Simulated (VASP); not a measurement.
# AlN (I-4m2) in VASP: single point with r2SCAN

Aim: the single point of AlN with r2SCAN.

Everything below comes from runs of VASP 6.6.1. Logs are shortened: lines on timing, memory, paths and dates and some standing lists are left out, and cuts for length are marked.

## Step 1: The cell of the first run

It takes space group I-4m2 (No. 119, tetragonal). Conventional cell: a = 3.152 Å, b = 3.152 Å, c = 4.273 Å, α = 90.00°, β = 90.00°, γ = 90.00°. Al (site symmetry -4m2) has 4 N at 1.90 Å within 2.5 Å. N (site symmetry -4m2) has 4 Al at 1.90 Å within 2.5 Å.

## Step 2: Single point, r2SCAN (in-plane strain +0.02, then relaxed in part)

Input file POSCAR:

```
AlN
1.0
    2.2285978452      2.2285978452      0.0000000000
   -2.2285978452      2.2285978452      0.0000000000
    0.0000000000      2.2285978452      2.1366662833
Al N
1 1
Direct
    0.0000000000      0.0000000000      0.0000000000
    0.2500000000      0.7500000000      0.5000000000
```

Input file INCAR.step1:

```
SYSTEM = AlN
ALGO     = Normal         ! electronic algorithm
EDIFF    = 1E-4           ! SCF threshold, eV
ENCUT    = 520            ! plane-wave cutoff, eV
GGA      = PE             ! functional
ISMEAR   = 0              ! smearing method
LASPH    = .True.         ! aspherical terms in the spheres
LCHARG   = .False.        ! write CHGCAR
LREAL    = .False.        ! projectors in reciprocal space
LWAVE    = .True.         ! write WAVECAR
NBANDS   = 11             ! bands
NELM     = 80             ! most SCF steps
PREC     = Accurate       ! precision mode
SIGMA    = 0.01           ! smearing width, eV
```

Input file INCAR.step2:

```
SYSTEM = AlN
ALGO     = Normal         ! electronic algorithm
EDIFF    = 1E-6           ! SCF threshold, eV
ENCUT    = 520            ! plane-wave cutoff, eV
ISIF     = 2              ! what is computed and relaxed
ISMEAR   = 0              ! smearing method
ISTART   = 1            
LASPH    = .True.         ! aspherical terms in the spheres
LCHARG   = .False.        ! write CHGCAR
LMIXTAU  = .True.       
LREAL    = .False.        ! projectors in reciprocal space
LWAVE    = .False.        ! write WAVECAR
METAGGA  = R2SCAN         ! meta-GGA
NBANDS   = 11             ! bands
NELM     = 80             ! most SCF steps
PREC     = Accurate       ! precision mode
SIGMA    = 0.01           ! smearing width, eV
```

Input file KPOINTS:

```
k-points
0
Gamma
  10 10 10
  0 0 0
```

Potentials or basis: VASP PAW PBE potentials, release 64 (Al, N).

The run is started by

```sh
> cat potpaw_PBE.64/Al/POTCAR potpaw_PBE.64/N/POTCAR > POTCAR
> cp INCAR.step1 INCAR
> mpirun -np 1 vasp_std > vasp.out
> cp INCAR.step2 INCAR
> mpirun -np 1 vasp_std > vasp.out
```

OUTCAR:

```text
SYSTEM = AlN
   EDIFF = 1E-6
   ENCUT = 520
   ISIF = 2
   ISMEAR = 0
   ISTART = 1
   LASPH = .True.
   LREAL = .False.
   METAGGA = R2SCAN
   NELM = 80
   PREC = Accurate

 ion  position               nearest neighbor table
   1  0.000  0.000  0.000-   2 1.90   2 1.90   2 1.90   2 1.90
   2  0.250  0.750  0.500-   1 1.90   1 1.90   1 1.90   1 1.90

  LATTYP: Found a body centered tetragonal cell.
 ALAT       =     3.1517132978
 C/A-ratio  =     1.3558760467

  Lattice vectors:

 A1 = (   2.2285978452,   0.0000000000,  -2.1366662833)
 A2 = (  -2.2285978452,   0.0000000000,  -2.1366662833)
 A3 = (   0.0000000000,   2.2285978452,   2.1366662833)

Analysis of symmetry for initial positions (statically):
=====================================================================
 Subroutine PRICEL returns:
 Original cell was already a primitive cell.

 Routine SETGRP: Setting up the symmetry group for a
 body centered tetragonal supercell.

 Subroutine GETGRP returns: Found  8 space group operations
 (whereof  8 operations were pure point group operations)
 out of a pool of 16 trial point group operations.

The static configuration has the point symmetry D_2d.

Analysis of symmetry for dynamics (positions and initial velocities):
=====================================================================
 Subroutine PRICEL returns:
 Original cell was already a primitive cell.

 Routine SETGRP: Setting up the symmetry group for a
 body centered tetragonal supercell.

 Subroutine GETGRP returns: Found  8 space group operations
 (whereof  8 operations were pure point group operations)
 out of a pool of 16 trial point group operations.

The dynamic configuration has the point symmetry D_2d.

 Subroutine INISYM returns: Found  8 space group operations
 (whereof  8 operations are pure point group operations),
 and found     1 'primitive' translations

----------------------------------------------------------------------------------------

                                     Primitive cell

  volume of cell :      21.2241

  direct lattice vectors                    reciprocal lattice vectors
     2.228597845  2.228597845  0.000000000     0.224356315  0.224356315 -0.234009402
    -2.228597845  2.228597845  0.000000000    -0.224356315  0.224356315 -0.234009402
     0.000000000  2.228597845  2.136666283     0.000000000  0.000000000  0.468018805

  length of vectors
     3.151713298  3.151713298  3.087392292     0.394248542  0.394248542  0.468018805

  position of ions in fractional coordinates (direct lattice)
     0.000000000  0.000000000  0.000000000
     0.250000000  0.750000000  0.500000000

  ion indices of the primitive-cell ions
   primitive index   ion index
                 1           1
                 2           2

----------------------------------------------------------------------------------------

 KPOINTS: k-points

Automatic generation of k-mesh.
 Grid dimensions read from file:
 generate k-points for:   10   10   10

 Generating k-lattice:

  Cartesian coordinates                     Fractional coordinates (reciprocal lattice)
     0.022435631  0.022435631 -0.023400940     0.100000000  0.000000000  0.000000000
    -0.022435631  0.022435631 -0.023400940     0.000000000  0.100000000  0.000000000
     0.000000000  0.000000000  0.046801880     0.000000000  0.000000000  0.100000000

  Length of vectors
     0.039424854  0.039424854  0.046801880

  Shift w.r.t. Gamma in fractional coordinates (k-lattice)
     0.000000000  0.000000000  0.000000000

 Subroutine IBZKPT returns following result:
 ===========================================

 Found    102 irreducible k-points:

 Following reciprocal coordinates:
            Coordinates               Weight
  0.000000  0.000000  0.000000      1.000000
  0.100000  0.000000 -0.000000      8.000000
  0.200000  0.000000 -0.000000      8.000000
  0.300000  0.000000 -0.000000      8.000000
  0.400000  0.000000 -0.000000      8.000000
  0.500000  0.000000 -0.000000      4.000000
[... 16 lines left out ...]
  0.300000  0.300000 -0.000000      8.000000
  0.400000  0.300000 -0.000000     16.000000
 [... further k-points ...]
   k-points           NKPTS =    102   k-points in BZ     NKDIM =    102   number of bands    NBANDS=     11
   number of dos      NEDOS =    301   number of ions     NIONS =      2
   total plane-waves  NPLWV =  13824
   dimension x,y,z NGX =    24 NGY =   24 NGZ =   24
   dimension x,y,z NGXF=    48 NGYF=   48 NGZF=   48
   ions per type =               1   1
   NGX,Y,Z   is equivalent  to a cutoff of  12.66, 12.66, 12.92 a.u.
   NGXF,Y,Z  is equivalent  to a cutoff of  25.32, 25.32, 25.85 a.u.
 SYSTEM =  AlN
   PREC   = accura    normal or accurate (medium, high low for compatibility)
   ISTART =      1    job   : 0-new  1-cont  2-samecut
   ICHARG =      0    charge: 1-file 2-atom 10-const
   ISPIN  =      1    spin polarized calculation?
   LNONCOLLINEAR =      F non collinear calculations
   LSORBIT =      F    spin-orbit coupling
   LASPH  =      T    aspherical Exc in radial PAW
   ENCUT  =  520.0 eV  38.22 Ry    6.18 a.u.   5.86  5.86  5.74*2*pi/ulx,y,z
   NELM   =     80;   NELMIN=  2; NELMDL=  0     # of ELM steps
   EDIFF  = 0.1E-05   stopping-criterion for ELM
   LREAL  =      F    real-space projection
   EDIFFG = 0.1E-04   stopping-criterion for IOM
   NSW    =      0    number of steps for IOM
   IBRION =     -1    ionic relax: 0-MD 1-quasi-New 2-CG
   NFREE  =      0    steps in history (QN), initial steepest desc. (CG)
   ISIF   =      2    stress and relaxation
   ISYM   =      2    0-nonsym 1-usesym 2-fastsym
   POTIM  = 0.5000    time-step for ionic-motion
   TEBEG  =    0.0;   TEEND  =   0.0 temperature during run
   PSTRESS=    0.0 pullay stress
   NELECT =       8.0000    total number of electrons
   NUPDOWN=      -1.0000    fix difference up-down
   EMIN   =  10.00;   EMAX   =-10.00  energy-range for DOS
   EFERMI =   0.00;   METHOD = LEGACY
   ISMEAR =     0;   SIGMA  =   0.01  broadening in eV -4-tet -1-fermi 0-gaus
   EFERMI_NEDOS =   21; number of points for ismear=-14 and -15
   IALGO  =     38    algorithm
   IMIX   =      4    mixing-type and parameters
     AMIX     =   0.40;   BMIX     =  1.00
     AMIX_MAG =   1.60;   BMIX_MAG =  1.00
  volume/ion in A,a.u.               =      10.61        71.61
  Fermi-wavevector in a.u.,A,eV,Ry     =   1.182573  2.234740 19.027475  1.398480
  Thomas-Fermi vector in A             =   2.318825
   LORBIT       =      0    0 simple, 1 ext, 2 COOP (PROOUT), +10 PAW based schemes
   METAGGA = R2SCAN    functional components
   LHFCALC =     F    Hartree Fock is set to
   AEXX    =    0.0000 exact exchange contribution
   IVDW    =     0    specifies the selected vdW correction
   LEPSILON=     F    determine dielectric tensor
   LRPA    =     F    only Hartree local field effects (RPA)
 non-spin polarized calculation
 Gauss-broadening in eV      SIGMA  =   0.01
  energy-cutoff  :      520.00
  volume of cell :       21.22
 maximum number of plane-waves:       582
   NGX = 11   NGY = 11   NGZ = 11

 number of electron       8.0000001 magnetization

 Free energy of the ion-electron system (eV)
  ---------------------------------------------------
  ext. energy  EPLUGINS =         0.00000000
  ---------------------------------------------------
  free energy    TOTEN  =       -19.16449798 eV

  energy without entropy =      -19.16449798  energy(sigma->0) =      -19.16449798

 E-fermi :   5.7455     XC(G=0): -11.3363

 val. band max:        5.6397258664   @ k =   0.0000   0.0000   0.0000
 cond. band min:       9.3354598721   @ k =   0.0000   0.0000   0.5000
 fundamental gap:      3.6957340057
 Fermi energy:         5.7454974242

 k-point     1 :       0.0000    0.0000    0.0000
  band No.  band energies     occupation
      1     -10.1092      2.00000
      2       5.4748      2.00000
      3       5.4748      2.00000
      4       5.6397      2.00000
      5      10.2402      0.00000
      6      18.8207      0.00000
      7      18.8848      0.00000
      8      18.8848      0.00000
      9      23.2196      0.00000
     10      24.4481      0.00000
     11      25.0665      0.00000

 k-point     2 :       0.1000    0.0000   -0.0000
  band No.  band energies     occupation
      1      -9.9655      2.00000
      2       4.7255      2.00000
      3       5.4100      2.00000
      4       5.5488      2.00000
      5      10.9045      0.00000
      6      18.4440      0.00000
      7      18.9744      0.00000
      8      19.0422      0.00000
      9      22.1866      0.00000
     10      23.0016      0.00000
     11      25.0169      0.00000

 k-point     3 :       0.2000    0.0000   -0.0000
  band No.  band energies     occupation
      1      -9.5587      2.00000
      2       3.1209      2.00000
      3       5.2479      2.00000
      4       5.4451      2.00000
      5      12.0710      0.00000
      6      17.6169      0.00000
      7      18.6585      0.00000
      8      19.1779      0.00000
      9      22.0280      0.00000
     10      22.2712      0.00000
     11      24.1071      0.00000

 k-point     4 :       0.3000    0.0000   -0.0000
  band No.  band energies     occupation
      1      -8.9746      2.00000
      2       1.4733      2.00000
      3       5.0616      2.00000
      4       5.3304      2.00000
      5      12.9548      0.00000
      6      16.8565      0.00000
      7      17.8320      0.00000
      8      18.6779      0.00000
      9      23.0532      0.00000
     10      23.3989      0.00000
     11      24.0058      0.00000
[... 239 lines left out ...]
 k-point    22 :      -0.2000    0.2000    0.0000
  band No.  band energies     occupation
      1      -9.3977      2.00000
      2       3.2904      2.00000
      3       4.8459      2.00000
      4       4.9392      2.00000
      5      12.1768      0.00000
      6      17.1456      0.00000
      7      17.8444      0.00000
      8      19.6247      0.00000
      9      20.3342      0.00000
     10      25.2558      0.00000
     11      27.5185      0.00000

 k-point    23 :       0.3000    0.3000   -0.0000
  band No.  band energies     occupation
      1      -7.8491      2.00000
      2       1.0475      2.00000
      3       2.2003      2.00000
      4       4.7607      2.00000
      5      13.1473      0.00000
      6      16.0614      0.00000
      7      18.2914      0.00000
      8      19.4537      0.00000
      9      23.6620      0.00000
     10      24.0876      0.00000
     11      29.6751      0.00000

 k-point    24 :       0.4000    0.3000   -0.0000
  band No.  band energies     occupation
      1      -7.6749      2.00000
      2       0.9821      2.00000
      3       2.1558      2.00000
      4       4.4437      2.00000
      5      12.1012      0.00000
      6      16.4696      0.00000
      7      18.8258      0.00000
      8      20.0470      0.00000
      9      22.3653      0.00000
     10      25.7534      0.00000
     11      30.6156      0.00000

 [... further k-points ...]
[... 5 lines left out ...]
  --------------------------------------------------------------------------------------
  -------------------------------------------------------------------------------------
  Total       -0.7803884     -0.7803884     -0.0521574      0.0000000      0.0000000      0.0000000
  in kB      -58.9103102    -58.9103102     -3.9372839      0.0000000      0.0000000      0.0000000
  external PRESSURE =     -40.5859681 kB  Pullay stress =       0.0000000 kB

 VOLUME and BASIS-vectors are now :
 -----------------------------------------------------------------------------
  energy-cutoff  :      520.00
  volume of cell :       21.22
      direct lattice vectors                 reciprocal lattice vectors
     2.228597845  2.228597845  0.000000000     0.224356315  0.224356315 -0.234009402
    -2.228597845  2.228597845  0.000000000    -0.224356315  0.224356315 -0.234009402
     0.000000000  2.228597845  2.136666283     0.000000000  0.000000000  0.468018805

 POSITION                                       TOTAL-FORCE (eV/Angst)
 -----------------------------------------------------------------------------------
      0.00000      0.00000      0.00000         0.000000      0.000000      0.000000
     -1.11430      3.34290      1.06833        -0.000000     -0.000000      0.000000
 -----------------------------------------------------------------------------------
    total drift:                               -0.000001     -0.000000      0.000000

  FREE ENERGIE OF THE ION-ELECTRON SYSTEM (eV)
  ---------------------------------------------------
  free  energy   TOTEN  =       -19.1644979809 eV

  energy  without entropy=      -19.1644979809  energy(sigma->0) =      -19.16449798
```

Run time: 86 s. Hardware: 1 thread of Intel Xeon 8259CL, shared host; peak memory 0.15 GiB.

What came out:

```
Free energy            : -19.1645 eV
Pressure               : -4.1 GPa
Band gap on the k mesh : 3.70 eV (least direct gap 4.60 eV)
```

Caveat: the cell differs from its parent crystal (in-plane strain +0.02, then relaxed in part); the cell stands under tension; the PAW data sets were made with another functional, which shifts forces and pressure a little. A k mesh can miss the band edges.
